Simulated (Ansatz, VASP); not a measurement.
**GaSn4S3 in VASP and in Ansatz**

```
CELL_PARAMETERS angstrom
4.09872 0.00000 0.00000
0.00000 4.09872 0.00000
0.00000 0.00000 11.66739
ATOMIC_POSITIONS crystal
Ga 0.50000 0.50000 0.00000
Sn 0.50000 0.50000 0.24962
Sn 0.50000 0.50000 0.75038
Sn 0.00000 0.00000 0.00000
Sn 0.00000 0.00000 0.50000
S 0.50000 0.50000 0.50000
S 0.00000 0.00000 0.74636
S 0.00000 0.00000 0.25364
```

Alike in both runs: task single point; functional PBE; k mesh 6 × 6 × 2; occupations gaussian, width 0.2 eV; no spin polarisation.

|  | VASP | Ansatz |
| --- | --- | --- |
| version | VASP 6.6.1 | Ansatz 0.2.0 |
| potentials or method | VASP PAW PBE potentials, release 64 (Ga_d, Sn_d, S), cutoff 520 eV | scalar-relativistic, plane waves, PAW |
| valence electrons in the cell | 87 | 87 |

```tsv
	VASP	Ansatz	Ansatz less VASP
gap on the k mesh at the Fermi level (eV)	none	none	-
pressure (GPa)	0.1	0.1	+0.04
rms of the force components (eV/Å)	0.012	0.012	-0.0004
```

Atom by atom the forces differ by 0.000 eV/Å (rms over components). A gap of «none» marks a metal or a gap that the smearing closes.
